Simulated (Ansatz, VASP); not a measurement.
## Two plane-wave programs on W

File POSCAR:

```
W
1.0
    4.7273225463      0.0000000000      0.0000000000
   -2.3636612732      4.0939814170      0.0000000000
    0.0000000000      0.0000000000      2.6260340582
W
3
Direct
    0.0000000000      1.0000000000      0.0000000000
    0.3333333333      0.6666666667      0.5000000000
    0.6666666667      0.3333333333      0.5000000000
```

File INCAR.step1:

```
SYSTEM = W
ALGO     = Normal         ! electronic algorithm
EDIFF    = 1E-4           ! SCF threshold, eV
ENCUT    = 520            ! plane-wave cutoff, eV
GGA      = PE             ! functional
ISMEAR   = -1             ! smearing method
LASPH    = .TRUE.         ! aspherical terms in the spheres
LCHARG   = .FALSE.        ! write CHGCAR
LREAL    = .FALSE.        ! projectors in reciprocal space
LWAVE    = .TRUE.         ! write WAVECAR
NBANDS   = 28             ! bands
NELM     = 60             ! most SCF steps
PREC     = Accurate       ! precision mode
SIGMA    = 0.1            ! smearing width, eV
```

File INCAR.step2:

```
SYSTEM = W
ALGO     = Normal         ! electronic algorithm
EDIFF    = 1E-6           ! SCF threshold, eV
ENCUT    = 520            ! plane-wave cutoff, eV
ISIF     = 2              ! what is computed and relaxed
ISMEAR   = -1             ! smearing method
ISTART   = 1            
LASPH    = .TRUE.         ! aspherical terms in the spheres
LCHARG   = .FALSE.        ! write CHGCAR
LMIXTAU  = .TRUE.       
LREAL    = .FALSE.        ! projectors in reciprocal space
LWAVE    = .FALSE.        ! write WAVECAR
METAGGA  = R2SCAN         ! meta-GGA
NBANDS   = 28             ! bands
NELM     = 60             ! most SCF steps
PREC     = Accurate       ! precision mode
SIGMA    = 0.1            ! smearing width, eV
```

Contents of KPOINTS:

```
k-points
0
G
  9 9 14
  0 0 0
```

Input for Ansatz:

```yaml
crystal:
  lattice:
    - [4.7273225463, 0.0, 0.0]
    - [-2.3636612732, 4.093981417, 0.0]
    - [0.0, 0.0, 2.6260340582]
  atoms:
    - { symbol: W, position: [0.0, 1.0, 0.0] }
    - { symbol: W, position: [0.3333333333, 0.6666666667, 0.5] }
    - { symbol: W, position: [0.6666666667, 0.3333333333, 0.5] }
hamiltonian:
  xc: r2scan
  pseudopotentials:
    kind: paw
    azcp:
      W: "pseudopotentials/W.paw.azcp"
basis:
  ecutwfc: 500
  fft_grid_basis: typed
kpoints:
  mp_grid: { grid: [9, 9, 14], shift: [0, 0, 0] }
magnetization:
  spin_polarized: false
scf:
  occupations: { method: fermi_dirac, width: 0.1 }
  lower_state_search: "off"
output:
  stress: true
```

Alike in both runs: task single point; functional r2SCAN; k mesh 9 × 9 × 14; occupations fermi-dirac, width 0.1 eV; no spin polarisation.

|  | VASP | Ansatz |
| --- | --- | --- |
| version | VASP 6.6.1 | Ansatz 0.2.0 |
| potentials or method | VASP PAW PBE potentials, release 64 (W_sv), cutoff 520 eV | plane waves (500 eV) with PAW, scalar-relativistic |
| valence electrons in the cell | 42 | 42 |

|  | VASP | Ansatz | Ansatz less VASP |
| --- | --- | --- | --- |
| pressure (GPa) | -9.5 | -10.5 | -1.03 |
| traceless stress, the component that is largest in VASP (GPa) | -1.28 | -1.57 | -0.287 |

VASP's potentials were made for PBE, not for r2SCAN.

Spin-orbit coupling is off throughout.
